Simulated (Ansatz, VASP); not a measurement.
# AlAs: VASP beside Ansatz

```xyz
2
Lattice="0.0000 2.8639 2.8639 2.8639 0.0000 2.8639 2.8639 2.8639 0.0000" Properties=species:S:1:pos:R:3 pbc="T T T"
Al    0.0000    0.0000    0.0000
As    1.4319    1.4319    1.4319
```

Alike in both runs: functional PBE; k mesh 8 × 8 × 8; occupations gaussian, width 0.02 eV; no spin polarisation.

Ansatz relaxed the structure, and its values are those at the end. VASP's run is a single point on that final structure, the one shown.

|  | VASP | Ansatz |
| --- | --- | --- |
| version | VASP 6.6.1 | Ansatz 0.2.0 |
| potentials or method | VASP PAW PBE potentials, release 64 (Al, As), cutoff 500 eV | scalar-relativistic, plane waves, PAW |
| valence electrons in the cell | 8 | 18 |

Ansatz gave:

- gap on the k mesh at the Fermi level (eV): 1.50
- least direct gap on the mesh (eV): 1.78
- pressure (GPa): 0.0

**Question.** Which values does VASP return?

**Answer.** gap on the k mesh at the Fermi level (eV): 1.49; least direct gap on the mesh (eV): 1.78; pressure (GPa): 0.2.

VASP's potentials hold 8 valence electrons a cell and Ansatz's 18, so a difference there can come from the potentials and not from the codes.
